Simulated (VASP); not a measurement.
CsBi2H4, 7 atoms in the cell. It takes space group P4/mmm (No. 123, tetragonal). Conventional cell: a = 6.516 Å, b = 6.516 Å, c = 3.263 Å, α = 90.00°, β = 90.00°, γ = 90.00°. Cs (site symmetry 4/mmm) has 4 H at 2.65 Å and 2 Cs at 3.26 Å within 3.5 Å. Bi (site symmetry mmm) has 8 H at 2.84 Å and 2 Bi at 3.26 Å and 4 Cs at 3.64 Å within 3.7 Å. Within 3.5 Å of H (site symmetry m2m) lie 1 Cs at 2.65 Å and 4 H at 2.77 to 3.26 Å and 4 Bi at 2.84 Å. 

```yaml
Program: VASP 6.6.1
Task: single point
Functional: PBE
Potentials_or_basis: VASP PAW PBE potentials, release 64 (Cs_sv, Bi_d, H)
Cutoff: 520 eV
k_mesh: 6 × 6 × 12
Occupations: gaussian, width 0.1 eV
Spin: no spin polarisation
Dipole_correction: no
Further_INCAR_settings: ALGO = Normal; EDIFF = 1e-06; NBANDS = 30
```

Potentials or basis: VASP PAW PBE potentials, release 64 (Cs_sv, Bi_d, H).

The run is started by

```sh
$ cat potpaw_PBE.64/Cs_sv/POTCAR potpaw_PBE.64/Bi_d/POTCAR potpaw_PBE.64/H/POTCAR > POTCAR
$ mpirun -np 1 vasp_std > vasp.out
```

Hardware: 1 thread of Intel(R) Xeon(R) 6975P-C (Granite Rapids), on a shared host.

Q: How long does it take, and how much memory?

A: Wall time 90 s on 1 thread of Intel(R) Xeon(R) 6975P-C (Granite Rapids) (shared host), peak memory 0.39 GiB. Counts: scf iterations 14, k points 70.
